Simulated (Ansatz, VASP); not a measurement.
# Two plane-wave programs on Pb

```
Pb
1.0
     0.00000    2.49464    2.49464
     2.49464    0.00000    2.49464
     2.49464    2.49464    0.00000
Pb
1
Direct
  0.00000 0.00000 0.00000
```

Alike in both runs: task single point; functional r2SCAN; k mesh 4 × 4 × 4; occupations fermi-dirac, width 0.1 eV; no spin polarisation.

|  | VASP | Ansatz |
| --- | --- | --- |
| version | VASP 6.6.1 | Ansatz 0.2.0 |
| potentials or method | VASP PAW PBE potentials, release 64 (Pb_d), cutoff 520 eV | plane waves (500 eV) with PAW, scalar-relativistic |
| valence electrons in the cell | 14 | 14 |

|  | VASP | Ansatz | Ansatz less VASP |
| --- | --- | --- | --- |
| pressure (GPa) | -0.1 | -0.1 | +0.02 |

VASP's potentials were made for PBE, not for r2SCAN. The functional is the same, so the differences come from potentials, cutoffs and numerics.

The k mesh is coarse, so the values compare programs but aren't converged. Spin-orbit coupling is off throughout.
